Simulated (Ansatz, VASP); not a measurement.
# SnO: VASP beside Ansatz

```xyz
8
Lattice="3.8202 0.0000 0.0000 0.0000 3.8202 0.0000 0.0000 0.0000 22.2261" Properties=species:S:1:pos:R:3 pbc="T T T"
Sn    2.8651    0.9550    4.5000
Sn    0.9550    2.8651    6.8630
Sn    0.9550    4.2977   10.8630
Sn   -0.9550    6.2078   13.2261
O     0.9550    0.9550    5.6815
O     2.8651    2.8651    5.6815
O    -0.9550    4.2977   12.0446
O     0.9550    6.2078   12.0446
```

Alike in both runs: task single point; functional PBE; dispersion D3(BJ); k mesh 7 × 7 × 1; occupations gaussian, width 0.05 eV; no spin polarisation.

|  | VASP | Ansatz |
| --- | --- | --- |
| version | VASP 6.6.1 | Ansatz 0.2.0 |
| potentials or method | VASP PAW PBE potentials, release 64 (Sn_d, O), cutoff 520 eV | scalar-relativistic, plane waves, PAW |
| valence electrons in the cell | 80 | 80 |

VASP gave:

| Property | Result |
| --- | --- |
| gap on the k mesh at the Fermi level (eV) | 2.31 |
| least direct gap on the mesh (eV) | 2.52 |
| rms of the force components (eV/Å) | 0.038 |

Problem. Estimate Ansatz's values.

Solution. gap on the k mesh at the Fermi level (eV): 2.31; least direct gap on the mesh (eV): 2.55; rms of the force components (eV/Å): 0.014.
